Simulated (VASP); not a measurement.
# TiB2 (P6/mmm) in VASP: a series of runs

TiB2 is run at these levels: PBE; tasks: single point.

Program: VASP 6.6.1. These are calculated values, not measurements. Logs are shortened: lines on timing, memory, paths and dates and some standing lists are left out, and cuts for length are marked.

## Step 1: The cell of the first run

It takes space group P6/mmm (No. 191, hexagonal). Conventional cell: a = 2.924 Å, b = 2.924 Å, c = 3.060 Å, α = 90.00°, β = 90.00°, γ = 120.00°. Within 3.0 Å of Ti (site symmetry 6/mmm) lie 12 B at 2.28 Å and 6 Ti at 2.92 Å. Within 2.2 Å of B (site symmetry -6m2) lie 3 B at 1.69 Å.

## Step 2: Single point, PBE

Input file INCAR:

```
SYSTEM = TiB2
ALGO = Normal ; EDIFF = 1E-6
ENCUT = 500 ; GGA = PE
GGA_COMPAT = .False. ; ISIF = 2
ISMEAR = -1 ; LASPH = .True.
LCHARG = .False. ; LREAL = .False.
LWAVE = .False. ; NBANDS = 16
NELM = 120 ; PREC = Accurate
SIGMA = 0.15
```

Input file KPOINTS:

```
k-points
0
Gamma
  13 13 10
  0 0 0
```

Input file POSCAR:

```
TiB2
1.0
    2.9237122308      0.0000000000      0.0000000000
   -1.4618561154      2.5320090653      0.0000000000
    0.0000000000      0.0000000000      3.0601043483
Ti B
1 2
Direct
    0.0000000000      0.0000000000      0.0000000000
    0.3333333333      0.6666666667      0.5000000000
    0.6666666667      0.3333333333      0.5000000000
```

Potentials or basis: VASP PAW PBE potentials, release 64 (Ti_sv, B).

Run with:

```
cat potpaw_PBE.64/Ti_sv/POTCAR potpaw_PBE.64/B/POTCAR > POTCAR
mpirun -np 1 vasp_std > vasp.out
```

OUTCAR:

```text
SYSTEM = TiB2
   EDIFF = 1E-6
   ENCUT = 500
   GGA = PE
   ISIF = 2
   ISMEAR = -1
   LASPH = .True.
   LREAL = .False.
   NELM = 120
   PREC = Accurate

 ion  position               nearest neighbor table
   1  0.000  0.000  0.000-   2 2.28   3 2.28   2 2.28   3 2.28   3 2.28   3 2.28   2 2.28   2 2.28
                             3 2.28   3 2.28   2 2.28   2 2.28
   2  0.333  0.667  0.500-   3 1.69   3 1.69   3 1.69   1 2.28   1 2.28   1 2.28   1 2.28   1 2.28
                             1 2.28
   3  0.667  0.333  0.500-   2 1.69   2 1.69   2 1.69   1 2.28   1 2.28   1 2.28   1 2.28   1 2.28
                             1 2.28

  LATTYP: Found a hexagonal cell.
 ALAT       =     2.9237122308
 C/A-ratio  =     1.0466503222

  Lattice vectors:

 A1 = (   2.9237122308,   0.0000000000,   0.0000000000)
 A2 = (  -1.4618561154,   2.5320090653,   0.0000000000)
 A3 = (   0.0000000000,   0.0000000000,   3.0601043483)

Analysis of symmetry for initial positions (statically):
=====================================================================
 Subroutine PRICEL returns:
 Original cell was already a primitive cell.

 Routine SETGRP: Setting up the symmetry group for a
 hexagonal supercell.

 Subroutine GETGRP returns: Found 24 space group operations
 (whereof 24 operations were pure point group operations)
 out of a pool of 24 trial point group operations.

The static configuration has the point symmetry D_6h.

Analysis of symmetry for dynamics (positions and initial velocities):
=====================================================================
 Subroutine PRICEL returns:
 Original cell was already a primitive cell.

 Routine SETGRP: Setting up the symmetry group for a
 hexagonal supercell.

 Subroutine GETGRP returns: Found 24 space group operations
 (whereof 24 operations were pure point group operations)
 out of a pool of 24 trial point group operations.

The dynamic configuration has the point symmetry D_6h.

 Subroutine INISYM returns: Found 24 space group operations
 (whereof 24 operations are pure point group operations),
 and found     1 'primitive' translations

----------------------------------------------------------------------------------------

                                     Primitive cell

  volume of cell :      22.6535

  direct lattice vectors                    reciprocal lattice vectors
     2.923712231  0.000000000  0.000000000     0.342030925  0.197471647  0.000000000
    -1.461856115  2.532009065  0.000000000     0.000000000  0.394943294  0.000000000
     0.000000000  0.000000000  3.060104348     0.000000000  0.000000000  0.326786242

  length of vectors
     2.923712231  2.923712231  3.060104348     0.394943294  0.394943294  0.326786242

  position of ions in fractional coordinates (direct lattice)
     0.000000000  0.000000000  0.000000000
     0.333333333  0.666666667  0.500000000
     0.666666667  0.333333333  0.500000000

  ion indices of the primitive-cell ions
   primitive index   ion index
                 1           1
                 2           2
                 3           3

----------------------------------------------------------------------------------------

 KPOINTS: k-points

Automatic generation of k-mesh.
 Grid dimensions read from file:
 generate k-points for:   13   13   10

 Generating k-lattice:

  Cartesian coordinates                     Fractional coordinates (reciprocal lattice)
     0.026310071  0.015190127  0.000000000     0.076923077 -0.000000000  0.000000000
     0.000000000  0.030380253  0.000000000     0.000000000  0.076923077  0.000000000
     0.000000000  0.000000000  0.032678624     0.000000000  0.000000000  0.100000000

  Length of vectors
     0.030380253  0.030380253  0.032678624

  Shift w.r.t. Gamma in fractional coordinates (k-lattice)
     0.000000000  0.000000000  0.000000000

 Subroutine IBZKPT returns following result:
 ===========================================

 Found    126 irreducible k-points:

 Following reciprocal coordinates:
            Coordinates               Weight
  0.000000  0.000000  0.000000      1.000000
  0.076923  0.000000  0.000000      6.000000
  0.153846 -0.000000  0.000000      6.000000
  0.230769 -0.000000  0.000000      6.000000
  0.307692 -0.000000  0.000000      6.000000
  0.384615 -0.000000  0.000000      6.000000
[... 16 lines left out ...]
  0.076923  0.000000  0.100000     12.000000
  0.153846 -0.000000  0.100000     12.000000
 [... further k-points ...]
   k-points           NKPTS =    126   k-points in BZ     NKDIM =    126   number of bands    NBANDS=     16
   number of dos      NEDOS =    301   number of ions     NIONS =      3
   total plane-waves  NPLWV =  13824
   dimension x,y,z NGX =    24 NGY =   24 NGZ =   24
   dimension x,y,z NGXF=    48 NGYF=   48 NGZF=   48
   ions per type =               1   2
   NGX,Y,Z   is equivalent  to a cutoff of  13.65, 13.65, 13.04 a.u.
   NGXF,Y,Z  is equivalent  to a cutoff of  27.29, 27.29, 26.08 a.u.
 SYSTEM =  TiB2
   PREC   = accura    normal or accurate (medium, high low for compatibility)
   ISTART =      0    job   : 0-new  1-cont  2-samecut
   ICHARG =      2    charge: 1-file 2-atom 10-const
   ISPIN  =      1    spin polarized calculation?
   LNONCOLLINEAR =      F non collinear calculations
   LSORBIT =      F    spin-orbit coupling
   LASPH  =      T    aspherical Exc in radial PAW
   ENCUT  =  500.0 eV  36.75 Ry    6.06 a.u.   5.33  5.33  5.58*2*pi/ulx,y,z
   NELM   =    120;   NELMIN=  2; NELMDL= -5     # of ELM steps
   EDIFF  = 0.1E-05   stopping-criterion for ELM
   LREAL  =      F    real-space projection
   EDIFFG = 0.1E-04   stopping-criterion for IOM
   NSW    =      0    number of steps for IOM
   IBRION =     -1    ionic relax: 0-MD 1-quasi-New 2-CG
   NFREE  =      0    steps in history (QN), initial steepest desc. (CG)
   ISIF   =      2    stress and relaxation
   ISYM   =      2    0-nonsym 1-usesym 2-fastsym
   POTIM  = 0.5000    time-step for ionic-motion
   TEBEG  =    0.0;   TEEND  =   0.0 temperature during run
   PSTRESS=    0.0 pullay stress
   NELECT =      18.0000    total number of electrons
   NUPDOWN=      -1.0000    fix difference up-down
   EMIN   =  10.00;   EMAX   =-10.00  energy-range for DOS
   EFERMI =   0.00;   METHOD = LEGACY
   ISMEAR =    -1;   SIGMA  =   0.15  broadening in eV -4-tet -1-fermi 0-gaus
   EFERMI_NEDOS =   21; number of points for ismear=-14 and -15
   IALGO  =     38    algorithm
   IMIX   =      4    mixing-type and parameters
     AMIX     =   0.40;   BMIX     =  1.00
     AMIX_MAG =   1.60;   BMIX_MAG =  1.00
  volume/ion in A,a.u.               =       7.55        50.96
  Fermi-wavevector in a.u.,A,eV,Ry     =   1.516306  2.865404 31.282311  2.299185
  Thomas-Fermi vector in A             =   2.625714
   LORBIT       =      0    0 simple, 1 ext, 2 COOP (PROOUT), +10 PAW based schemes
   GGA     = PE    functional components
   LHFCALC =     F    Hartree Fock is set to
   AEXX    =    0.0000 exact exchange contribution
   IVDW    =     0    specifies the selected vdW correction
   LEPSILON=     F    determine dielectric tensor
   LRPA    =     F    only Hartree local field effects (RPA)
 non-spin polarized calculation
  energy-cutoff  :      500.00
  volume of cell :       22.65
 maximum number of plane-waves:       593
 NGX is ok and might be reduce to    24
   NGX = 11   NGY = 11   NGZ = 11

 number of electron      17.9999999 magnetization

 Free energy of the ion-electron system (eV)
  ---------------------------------------------------
  ext. energy  EPLUGINS =         0.00000000
  ---------------------------------------------------
  free energy    TOTEN  =       -24.09658899 eV

  energy without entropy =      -24.07106547  energy(sigma->0) =      -24.08382723

 E-fermi :  11.4201     XC(G=0): -13.3832

 val. band max:       11.4177703791   @ k =   0.0769   0.0000   0.4000
 cond. band min:      11.4351447153   @ k =   0.0769   0.0769   0.3000
 fundamental gap:      0.0173743362
 Fermi energy:        11.4200595967

 k-point     1 :       0.0000    0.0000    0.0000
  band No.  band energies     occupation
      1     -45.2039      2.00000
      2     -21.5674      2.00000
      3     -21.1908      2.00000
      4     -21.1908      2.00000
      5      -2.7370      2.00000
      6       8.4064      2.00000
[... 8 lines left out ...]
     15      17.6207      0.00000
     16      19.1202      0.00000

 k-point     2 :       0.0769    0.0000    0.0000
  band No.  band energies     occupation
      1     -45.1989      2.00000
      2     -21.5613      2.00000
      3     -21.2268      2.00000
      4     -21.1988      2.00000
      5      -2.6117      2.00000
      6       8.0786      2.00000
[... 8 lines left out ...]
     15      18.4592      0.00000
     16      19.5006      0.00000

 k-point     3 :       0.1538   -0.0000    0.0000
  band No.  band energies     occupation
      1     -45.1851      2.00000
      2     -21.5445      2.00000
      3     -21.3256      2.00000
      4     -21.2209      2.00000
      5      -2.2446      2.00000
      6       7.2200      2.00000
[... 8 lines left out ...]
     15      20.0775      0.00000
     16      20.6081      0.00000

 k-point     4 :       0.2308   -0.0000    0.0000
  band No.  band energies     occupation
      1     -45.1655      2.00000
      2     -21.5207      2.00000
      3     -21.4624      2.00000
      4     -21.2519      2.00000
      5      -1.6582      2.00000
      6       6.0756      2.00000
[... 8 lines left out ...]
     15      19.7629      0.00000
     16      22.0224      0.00000

 k-point     5 :       0.3077   -0.0000    0.0000
  band No.  band energies     occupation
      1     -45.1446      2.00000
      2     -21.6048      2.00000
      3     -21.4954      2.00000
      4     -21.2845      2.00000
      5      -0.8836      2.00000
      6       4.8218      2.00000
[... 8 lines left out ...]
     15      20.0641      0.00000
     16      21.8006      0.00000

 k-point     6 :       0.3846   -0.0000    0.0000
  band No.  band energies     occupation
      1     -45.1272      2.00000
      2     -21.7209      2.00000
      3     -21.4743      2.00000
      4     -21.3115      2.00000
      5       0.0448      2.00000
      6       3.5564      2.00000
[... 8 lines left out ...]
     15      20.0840      0.00000
     16      21.3634      0.00000

 k-point     7 :       0.4615    0.0000    0.0000
  band No.  band energies     occupation
      1     -45.1174      2.00000
      2     -21.7856      2.00000
      3     -21.4624      2.00000
      4     -21.3266      2.00000
      5       1.0706      2.00000
      6       2.3583      2.00000
[... 8 lines left out ...]
     15      20.0256      0.00000
     16      21.1432      0.00000

 k-point     8 :       0.0769    0.0769    0.0000
  band No.  band energies     occupation
      1     -45.1895      2.00000
      2     -21.5499      2.00000
      3     -21.2926      2.00000
      4     -21.2155      2.00000
      5      -2.3656      2.00000
      6       7.5326      2.00000
[... 8 lines left out ...]
     15      19.4068      0.00000
     16      20.3065      0.00000

 k-point     9 :       0.1538    0.0769    0.0000
  band No.  band energies     occupation
      1     -45.1728      2.00000
      2     -21.5296      2.00000
      3     -21.4061      2.00000
      4     -21.2462      2.00000
      5      -1.8886      2.00000
      6       6.6068      2.00000
[... 8 lines left out ...]
     15      20.0201      0.00000
     16      20.7431      0.00000
[... 172 lines left out ...]
 k-point    19 :       0.3077    0.2308    0.0000
  band No.  band energies     occupation
      1     -45.1116      2.00000
      2     -21.6929      2.00000
      3     -21.4731      2.00000
      4     -21.4554      2.00000
      5       1.2550      2.00000
      6       3.4132      2.00000
[... 8 lines left out ...]
     15      21.5185      0.00000
     16      23.0353      0.00000

 k-point    20 :       0.3846    0.2308    0.0000
  band No.  band energies     occupation
      1     -45.1078      2.00000
      2     -21.6993      2.00000
      3     -21.4982      2.00000
      4     -21.4509      2.00000
      5       2.2935      2.00000
      6       2.3725      2.00000
[... 8 lines left out ...]
     15      21.6376      0.00000
     16      23.0683      0.00000

 k-point    21 :       0.3077    0.3077    0.0000
  band No.  band energies     occupation
      1     -45.1060      2.00000
      2     -21.6522      2.00000
      3     -21.5612      2.00000
      4     -21.4487      2.00000
      5       2.2575      2.00000
      6       3.1089      2.00000
[... 8 lines left out ...]
     15      22.2840      0.00000
     16      23.1058      0.00000

 k-point    22 :       0.0000    0.0000    0.1000
  band No.  band energies     occupation
      1     -45.2010      2.00000
      2     -21.6024      2.00000
      3     -21.1880      2.00000
      4     -21.1880      2.00000
      5      -2.5750      2.00000
      6       7.7972      2.00000
[... 8 lines left out ...]
     15      18.2597      0.00000
     16      19.0168      0.00000

 k-point    23 :       0.0769    0.0000    0.1000
  band No.  band energies     occupation
      1     -45.1960      2.00000
      2     -21.5961      2.00000
      3     -21.2237      2.00000
      4     -21.1959      2.00000
      5      -2.4531      2.00000
      6       7.8271      2.00000
[... 8 lines left out ...]
     15      18.8365      0.00000
     16      19.3499      0.00000

 k-point    24 :       0.1538   -0.0000    0.1000
  band No.  band energies     occupation
      1     -45.1823      2.00000
      2     -21.5787      2.00000
      3     -21.3218      2.00000
      4     -21.2178      2.00000
      5      -2.0957      2.00000
      6       7.2794      2.00000
[... 8 lines left out ...]
     15      19.9879      0.00000
     16      20.2161      0.00000

 [... further k-points ...]
[... 5 lines left out ...]
  --------------------------------------------------------------------------------------
  -------------------------------------------------------------------------------------
  Total        5.6867505      5.6867505      5.6790504      0.0000000     -0.0000000     -0.0000000
  in kB      402.1968250    402.1968250    401.6522346      0.0000000     -0.0000000     -0.0000000
  external PRESSURE =     402.0152949 kB  Pullay stress =       0.0000000 kB

 VOLUME and BASIS-vectors are now :
 -----------------------------------------------------------------------------
  energy-cutoff  :      500.00
  volume of cell :       22.65
      direct lattice vectors                 reciprocal lattice vectors
     2.923712231  0.000000000  0.000000000     0.342030925  0.197471647  0.000000000
    -1.461856115  2.532009065  0.000000000     0.000000000  0.394943294  0.000000000
     0.000000000  0.000000000  3.060104348     0.000000000  0.000000000  0.326786242

 POSITION                                       TOTAL-FORCE (eV/Angst)
 -----------------------------------------------------------------------------------
      0.00000      0.00000      0.00000         0.000000     -0.000000     -0.000000
     -0.00000      1.68801      1.53005         0.000000      0.000000      0.000000
      1.46186      0.84400      1.53005        -0.000000     -0.000000     -0.000000
 -----------------------------------------------------------------------------------
    total drift:                               -0.000000      0.000000      0.000000

  FREE ENERGIE OF THE ION-ELECTRON SYSTEM (eV)
  ---------------------------------------------------
  free  energy   TOTEN  =       -24.0965889890 eV

  energy  without entropy=      -24.0710654749  energy(sigma->0) =      -24.08382723
```

It took 27 s on 1 thread of Intel Xeon 6975P-C, shared host; peak memory 0.17 GiB.

Results:

```yaml
Free_energy: -24.0966 eV
Pressure: 40.2 GPa
Band_gap_on_the_k_mesh: zero (band 9 reaches 11.73 eV, above the bottom of band 10 at 11.09 eV)
```

[end of part 1 of 2]
